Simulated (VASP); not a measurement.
TiSi16 (a cell with a defect), 17 atoms in the cell. The cell holds a defect, 17 atoms: a = 7.679 Å, b = 7.679 Å, c = 7.679 Å, α = 60.00°, β = 60.00°, γ = 60.00°. 

```yaml
Program: VASP 6.6.1
Task: single point
Functional: PBEsol
Potentials_or_basis: VASP PAW PBE potentials, release 64 (Si, Ti_sv)
Cutoff: 520 eV
k_mesh: 2 × 2 × 2
Occupations: fermi-dirac, width 0.05 eV
Spin: no spin polarisation
Dipole_correction: no
Further_INCAR_settings: LREAL = Auto; ALGO = Normal; EDIFF = 1e-06; NBANDS = 52
```

Potentials or basis: VASP PAW PBE potentials, release 64 (Si, Ti_sv).

Run with:

```sh
$ cat potpaw_PBE.64/Si/POTCAR potpaw_PBE.64/Ti_sv/POTCAR > POTCAR
$ mpirun -np 1 vasp_std > vasp.out
```

Hardware: 1 thread of Intel(R) Xeon(R) 6975P-C (Granite Rapids) (shared host).

Question: Estimate the wall time of this run.

Answer: Wall time 2 min on 1 thread of Intel(R) Xeon(R) 6975P-C (Granite Rapids), on a shared host, peak memory 0.49 GiB. Counts: scf iterations 15, k points 8.
